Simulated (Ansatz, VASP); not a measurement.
## One calculation of AlAs, two programs

```
CELL_PARAMETERS angstrom
0.00000 2.83040 2.83040
2.83040 0.00000 2.83040
2.83040 2.83040 0.00000
ATOMIC_POSITIONS crystal
Al 0.00000 0.00000 0.00000
As 0.25000 0.25000 0.25000
```

Alike in both runs: task relaxation of cell and atoms; functional PBE; k mesh 8 × 8 × 8; occupations fermi-dirac, width 0.02 eV; no spin polarisation.

|  | VASP | Ansatz |
| --- | --- | --- |
| version | VASP 6.6.1 | Ansatz 0.2.0 |
| potentials or method | VASP PAW PBE potentials, release 64 (Al, As), cutoff 500 eV | PAW plane waves |
| valence electrons in the cell | 8 | 18 |

Ansatz gave:

```
gap on the k mesh at the Fermi level, each at its own relaxed structure (eV) : 1.50
relaxed volume (Å³/atom)                                                     : 23.48
relaxed cell length with the largest relative difference (Å)                 : 4.050
```

**Question.** Which values does VASP return?

**Answer.** gap on the k mesh at the Fermi level, each at its own relaxed structure (eV): 1.50; relaxed volume (Å³/atom): 23.55; relaxed cell length with the largest relative difference (Å): 4.054.

VASP's potentials hold 8 valence electrons a cell and Ansatz's 18, so a difference there can come from the potentials and not from the codes.
